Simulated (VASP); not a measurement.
# AlN (P6_3mc) in VASP: further runs, part 2 of 2

VASP 6.6.1.

## Step 4: Single point, LDA

This run uses another cell than the first one, of 10.21 Å³/atom.

INCAR

```
SYSTEM = AlN
ALGO = Normal
EDIFF = 1E-6
ENCUT = 520
ISIF = 2
ISMEAR = 0
LASPH = .TRUE.
LCHARG = .FALSE.
LREAL = .FALSE.
LWAVE = .FALSE.
NBANDS = 16
NELM = 100
PREC = Accurate
SIGMA = 0.01
```

KPOINTS

```
k-points
0
G
  10 10 4
  0 0 0
```

POSCAR

```
AlN
1.0
    3.0886447106      0.0000000000      0.0000000000
   -1.5443223553      2.6748447827      0.0000000000
    0.0000000000      0.0000000000      4.9430764346
Al N
2 2
Direct
    0.6666666667      0.3333333333      0.4990076321
    0.3333333333      0.6666666667      0.9990076321
    0.6666666667      0.3333333333      0.8809923679
    0.3333333333      0.6666666667      0.3809923679
```

Potentials or basis: VASP PAW LDA potentials, release 64 (Al, N).

On the command line:

```sh
$ cat potpaw_LDA.64/Al/POTCAR potpaw_LDA.64/N/POTCAR > POTCAR
$ mpirun -np 1 vasp_std > vasp.out
```

OUTCAR:

```text
SYSTEM = AlN
   EDIFF = 1E-6
   ENCUT = 520
   ISIF = 2
   ISMEAR = 0
   LASPH = .TRUE.
   LREAL = .FALSE.
   NELM = 100
   PREC = Accurate

 ion  position               nearest neighbor table
   1  0.667  0.333  0.499-   4 1.88   4 1.88   4 1.88   3 1.89   2 3.05   2 3.05   2 3.05   2 3.05
                             2 3.05   2 3.05
   2  0.333  0.667  0.999-   3 1.88   3 1.88   3 1.88   4 1.89   1 3.05   1 3.05   1 3.05   1 3.05
                             1 3.05   1 3.05
   3  0.667  0.333  0.881-   2 1.88   2 1.88   2 1.88   1 1.89
   4  0.333  0.667  0.381-   1 1.88   1 1.88   1 1.88   2 1.89

  LATTYP: Found a hexagonal cell.
 ALAT       =     3.0886447106
 C/A-ratio  =     1.6004030563

  Lattice vectors:

 A1 = (   3.0886447106,   0.0000000000,   0.0000000000)
 A2 = (  -1.5443223553,   2.6748447827,   0.0000000000)
 A3 = (   0.0000000000,   0.0000000000,   4.9430764346)

Analysis of symmetry for initial positions (statically):
=====================================================================
 Subroutine PRICEL returns:
 Original cell was already a primitive cell.

 Routine SETGRP: Setting up the symmetry group for a
 hexagonal supercell.

 Subroutine GETGRP returns: Found 12 space group operations
 (whereof  6 operations were pure point group operations)
 out of a pool of 24 trial point group operations.

The static configuration has the point symmetry C_3v.
 The point group associated with its full space group is C_6v.

Analysis of symmetry for dynamics (positions and initial velocities):
=====================================================================
 Subroutine PRICEL returns:
 Original cell was already a primitive cell.

 Routine SETGRP: Setting up the symmetry group for a
 hexagonal supercell.

 Subroutine GETGRP returns: Found 12 space group operations
 (whereof  6 operations were pure point group operations)
 out of a pool of 24 trial point group operations.

The dynamic configuration has the point symmetry C_3v.
 The point group associated with its full space group is C_6v.

[... 125 lines left out ...]
  Thomas-Fermi vector in A             =   2.333820
   LORBIT       =      0    0 simple, 1 ext, 2 COOP (PROOUT), +10 PAW based schemes
   GGA     = CA    functional components
   LHFCALC =     F    Hartree Fock is set to
   AEXX    =    0.0000 exact exchange contribution
   IVDW    =     0    specifies the selected vdW correction
   LEPSILON=     F    determine dielectric tensor
   LRPA    =     F    only Hartree local field effects (RPA)
 non-spin polarized calculation
 Gauss-broadening in eV      SIGMA  =   0.01
  energy-cutoff  :      520.00
  volume of cell :       40.84
 maximum number of plane-waves:      1124
 NGX is ok and might be reduce to    24
   NGX = 11   NGY = 11   NGZ = 19

 number of electron      15.9999997 magnetization

 Free energy of the ion-electron system (eV)
  ---------------------------------------------------
  ext. energy  EPLUGINS =         0.00000000
  ---------------------------------------------------
  free energy    TOTEN  =       -32.84107515 eV

  energy without entropy =      -32.84107515  energy(sigma->0) =      -32.84107515

 E-fermi :   6.2090     XC(G=0): -11.3437

 val. band max:        6.1160711851   @ k =   0.0000   0.0000   0.0000
 cond. band min:      10.5403009440   @ k =   0.0000   0.0000   0.0000
 fundamental gap:      4.4242297589
 Fermi energy:         6.2090049039

 k-point     1 :       0.0000    0.0000    0.0000
  band No.  band energies     occupation
      1      -9.0580      2.00000
      2      -6.7637      2.00000
      3      -0.0388      2.00000
      4       5.2258      2.00000
      5       5.2258      2.00000
      6       5.8874      2.00000
[... 433 lines left out ...]
      3       0.4660      2.00000
      4       1.3036      2.00000
      5       3.2287      2.00000
      6       3.9974      2.00000
[... 8 lines left out ...]
     15      18.7450      0.00000
     16      20.8648      0.00000

 [... further k-points ...]

------------------------ aborting loop because EDIFF is reached ----------------------------------------

  FORCE on cell =-STRESS in cart. coord.  units (eV):
  Direction    XX          YY          ZZ          XY          YZ          ZX
  --------------------------------------------------------------------------------------
  -------------------------------------------------------------------------------------
  Total        0.1632821      0.1632821      0.1572929      0.0000000      0.0000000      0.0000000
  in kB        6.4059744      6.4059744      6.1710046      0.0000000      0.0000000      0.0000000
  external PRESSURE =       6.3276511 kB  Pullay stress =       0.0000000 kB

 VOLUME and BASIS-vectors are now :
 -----------------------------------------------------------------------------
  energy-cutoff  :      520.00
  volume of cell :       40.84
      direct lattice vectors                 reciprocal lattice vectors
     3.088644711  0.000000000  0.000000000     0.323766601  0.186926734  0.000000000
    -1.544322355  2.674844783  0.000000000     0.000000000  0.373853469  0.000000000
     0.000000000  0.000000000  4.943076435     0.000000000  0.000000000  0.202303163

 POSITION                                       TOTAL-FORCE (eV/Angst)
 -----------------------------------------------------------------------------------
      1.54432      0.89161      2.46663         0.000000      0.000000     -0.000487
     -0.00000      1.78323      4.93817        -0.000000     -0.000000     -0.000487
      1.54432      0.89161      4.35481        -0.000000     -0.000000      0.000487
     -0.00000      1.78323      1.88327         0.000000      0.000000      0.000487
 -----------------------------------------------------------------------------------
    total drift:                               -0.000000      0.000000     -0.000708

  FREE ENERGIE OF THE ION-ELECTRON SYSTEM (eV)
  ---------------------------------------------------
  free  energy   TOTEN  =       -32.8410751520 eV

  energy  without entropy=      -32.8410751520  energy(sigma->0) =      -32.84107515
```

OSZICAR:

```text
N       E                     dE             d eps       ncg     rms          rms(c)
DAV:   1     0.375925626218E+02    0.37593E+02   -0.72931E+03  1344   0.894E+02
DAV:   2    -0.348326058232E+02   -0.72425E+02   -0.65636E+02  1960   0.180E+02
DAV:   3    -0.379723862961E+02   -0.31398E+01   -0.31281E+01  1672   0.374E+01
DAV:   4    -0.379876367214E+02   -0.15250E-01   -0.15250E-01  1664   0.317E+00
DAV:   5    -0.379877823190E+02   -0.14560E-03   -0.14560E-03  1704   0.301E-01    0.124E+01
DAV:   6    -0.329579115604E+02    0.50299E+01   -0.11447E+01  1416   0.241E+01    0.438E+00
DAV:   7    -0.329023620376E+02    0.55550E-01   -0.51588E-01  1632   0.472E+00    0.284E+00
DAV:   8    -0.328438307751E+02    0.58531E-01   -0.68281E-02  1464   0.219E+00    0.339E-01
DAV:   9    -0.328409761272E+02    0.28546E-02   -0.54838E-03  1640   0.532E-01    0.217E-01
DAV:  10    -0.328411227111E+02   -0.14658E-03   -0.57244E-04  1512   0.152E-01    0.108E-01
DAV:  11    -0.328410754792E+02    0.47232E-04   -0.85039E-05  1528   0.682E-02    0.191E-02
DAV:  12    -0.328410751520E+02    0.32722E-06   -0.13655E-06  1328   0.911E-03
   1 F= -.32841075E+02 E0= -.32841075E+02  d E =-.437278E-42
```

Wall time 9.3 s (1 thread of Intel Xeon Platinum 8559C (Emerald Rapids), shared host); peak memory 0.15 GiB.

Results:

```
Free energy            : -32.8411 eV
Pressure               : 0.6 GPa
Band gap on the k mesh : 4.42 eV
```

Levels at points of the mesh, in eV from the valence-band top:
```tsv
k point	band 6	band 7	band 8	band 9	band 10	band 11
(0.00, 0.00, 0.00)	-0.23	-0.23	0.00	4.42	6.73	10.66
(0.50, 0.00, 0.00)	-2.15	-1.84	-0.71	5.72	5.73	8.27
(0.00, 0.00, 0.50)	-0.57	-0.57	-0.57	6.61	6.61	10.32
(0.50, 0.00, 0.50)	-1.51	-1.40	-1.40	5.26	5.26	9.21
```

## Step 5: Relaxation of cell and atoms, LDA

This run uses another cell than the first one, of 10.21 Å³/atom.

INCAR

```
SYSTEM = AlN
PREC = Accurate
ENCUT = 600
EDIFF = 1E-7
ISMEAR = 0
SIGMA = 0.01
LREAL = .FALSE.
LASPH = .TRUE.
NELM = 60
ALGO = Normal
ISIF = 3
LWAVE = .FALSE.
LCHARG = .FALSE.
GGA = CA
IBRION = 2
NSW = 80
EDIFFG = -0.001
```

KPOINTS

```
regular mesh
0
G
  10 10 4
  0 0 0
```

POSCAR is that of step 4.

Potentials or basis: VASP PAW LDA potentials, release 64 (Al, N).

On the command line:

```sh
$ cat potpaw_LDA.64/Al/POTCAR potpaw_LDA.64/N/POTCAR > POTCAR
$ mpirun -np 1 vasp_std > vasp.out
```

OUTCAR:

```text
SYSTEM = AlN
   PREC = Accurate
   ENCUT = 600
   EDIFF = 1E-7
   ISMEAR = 0
   LREAL = .FALSE.
   LASPH = .TRUE.
   NELM = 60
   ISIF = 3
   GGA = CA
   IBRION = 2
   NSW = 80
   EDIFFG = -0.001

 ion  position               nearest neighbor table
   1  0.667  0.333  0.499-   4 1.88   4 1.88   4 1.88   3 1.89   2 3.05   2 3.05   2 3.05   2 3.05
                             2 3.05   2 3.05
   2  0.333  0.667  0.999-   3 1.88   3 1.88   3 1.88   4 1.89   1 3.05   1 3.05   1 3.05   1 3.05
                             1 3.05   1 3.05
   3  0.667  0.333  0.881-   2 1.88   2 1.88   2 1.88   1 1.89
   4  0.333  0.667  0.381-   1 1.88   1 1.88   1 1.88   2 1.89

  LATTYP: Found a hexagonal cell.
 ALAT       =     3.0886447106
 C/A-ratio  =     1.6004030563

  Lattice vectors:

 A1 = (   3.0886447106,   0.0000000000,   0.0000000000)
 A2 = (  -1.5443223553,   2.6748447827,   0.0000000000)
[... 359 lines left out ...]
      5       5.2007      2.00000
      6       5.8616      2.00000
      7       5.8616      2.00000
      8       6.0894      2.00000
      9      10.4903      0.00000
     10      12.7977      0.00000
     11      16.7245      0.00000
     12      17.1687      0.00000
[... 331 lines left out ...]
 k-point    24 :       0.4000    0.1000    0.2500
  band No.  band energies     occupation
      1      -6.8933      2.00000
      2      -6.3088      2.00000
      3       0.4501      2.00000
      4       1.2850      2.00000
      5       3.2080      2.00000
      6       3.9742      2.00000
      7       4.5969      2.00000
      8       5.0798      2.00000
      9      11.4032      0.00000
     10      12.4560      0.00000
     11      15.1901      0.00000
     12      15.7354      0.00000

 [... further k-points ...]

------------------------ aborting loop because EDIFF is reached ----------------------------------------

  FORCE on cell =-STRESS in cart. coord.  units (eV):
  Direction    XX          YY          ZZ          XY          YZ          ZX
  --------------------------------------------------------------------------------------
  -------------------------------------------------------------------------------------
  Total        0.0023263      0.0023263      0.0029244      0.0000000      0.0000000     -0.0000000
  in kB        0.0910247      0.0910247      0.1144294      0.0000000      0.0000000     -0.0000000
  external PRESSURE =       0.0988263 kB  Pullay stress =       0.0000000 kB
[... 19 lines left out ...]
  FREE ENERGIE OF THE ION-ELECTRON SYSTEM (eV)
  ---------------------------------------------------
  free  energy   TOTEN  =       -32.8424766772 eV

  energy  without entropy=      -32.8424766772  energy(sigma->0) =      -32.84247668

 reached required accuracy - stopping structural energy minimisation
```

OSZICAR:

```text
N       E                     dE             d eps       ncg     rms          rms(c)
DAV:   1     0.532978511362E+02    0.53298E+02   -0.82900E+03  1008   0.134E+03
DAV:   2    -0.339639014054E+02   -0.87262E+02   -0.80096E+02  1496   0.225E+02
DAV:   3    -0.379603862516E+02   -0.39965E+01   -0.39728E+01  1316   0.510E+01
DAV:   4    -0.379883405970E+02   -0.27954E-01   -0.27948E-01  1188   0.518E+00
[... 30 lines left out ...]
DAV:   3    -0.328424763999E+02    0.23766E-08   -0.13231E-08   504   0.103E-03
   4 F= -.32842476E+02 E0= -.32842476E+02  d E =-.194883E-03
       N       E                     dE             d eps       ncg     rms          rms(c)
DAV:   1    -0.328424769073E+02   -0.50505E-06   -0.16287E-05  1008   0.386E-02    0.257E-03
DAV:   2    -0.328424767532E+02    0.15417E-06   -0.20255E-07  1064   0.432E-03    0.144E-03
DAV:   3    -0.328424766772E+02    0.75931E-07   -0.12411E-07   516   0.324E-03
   5 F= -.32842477E+02 E0= -.32842477E+02  d E =-.277322E-06
```

It took 32 s on 1 thread of Intel Xeon Platinum 8559C (Emerald Rapids), shared host; peak memory 0.16 GiB.

Results:

- Free energy: -32.8425 eV
- Relaxed volume: 10.24 Å³/atom
- Relaxed cell: a = 3.091 Å, b = 3.091 Å, c = 4.948 Å, α = 90.00°, β = 90.00°, γ = 120.00°
- Space group after relaxing (to 0.1 Å): P6_3mc (No. 186)
- Energy gained by relaxing: 0.0 meV/atom
- Ionic steps: 5
- Pressure after relaxing: 0.0 GPa
- Band gap on the k mesh: 4.40 eV

Step by step:
| step | energy change (eV) | largest force (eV/Å) | pressure (GPa) | volume (Å³) |
| --- | --- | --- | --- | --- |
| 1 | 0.0000 | 0.0005 | 0.57 | 40.84 |
| 2 | 0.0000 | 0.0015 | -0.55 | 41.05 |
| 3 | -0.0002 | 0.0005 | 0.00 | 40.95 |
| 4 | -0.0002 | 0.0005 | 0.01 | 40.95 |
| 5 | -0.0002 | 0.0009 | 0.01 | 40.95 |

Final structure:
```
Al N
1.0
     3.09132    0.00000    0.00000
    -1.54566    2.67716    0.00000
     0.00000    0.00000    4.94755
Al N
2 2
Cartesian
  1.5457 0.8924 2.4689
  0.0000 1.7848 4.9427
  1.5457 0.8924 4.3587
  0.0000 1.7848 1.8850
```

## Step 6: Summary

```csv
task,cell,k mesh,cutoff (eV),smearing,gap on the mesh (eV),pressure (GPa)
single point,"a = 3.129, b = 3.129, c = 5.017 Å, angles 90.0, 90.0, 120.0°, 4 atoms",6 × 6 × 4,520,gaussian 0.1 eV,4.08,-7.4
single point,"a = 3.089, b = 3.089, c = 4.943 Å, angles 90.0, 90.0, 120.0°, 4 atoms",9 × 9 × 4,520,gaussian 0.02 eV,4.42,0.6
single point,"a = 3.089, b = 3.089, c = 4.943 Å, angles 90.0, 90.0, 120.0°, 4 atoms",10 × 10 × 4,520,gaussian 0.01 eV,4.42,0.6
relaxation of cell and atoms,"relaxed from a = 3.089, b = 3.089, c = 4.943 Å, angles 90.0, 90.0, 120.0°, 4 atoms",10 × 10 × 4,600,gaussian 0.01 eV,4.40,0.0
```

Alike in all rows: level LDA; potentials or basis VASP PAW LDA potentials, release 64 (Al, N); no spin polarisation.

Caveats: the cell stands under tension (at least some runs); an odd mesh through Γ misses points on the zone boundary, where band edges can lie (at least some runs).

Absolute energies hang on the potentials; compare differences alone.
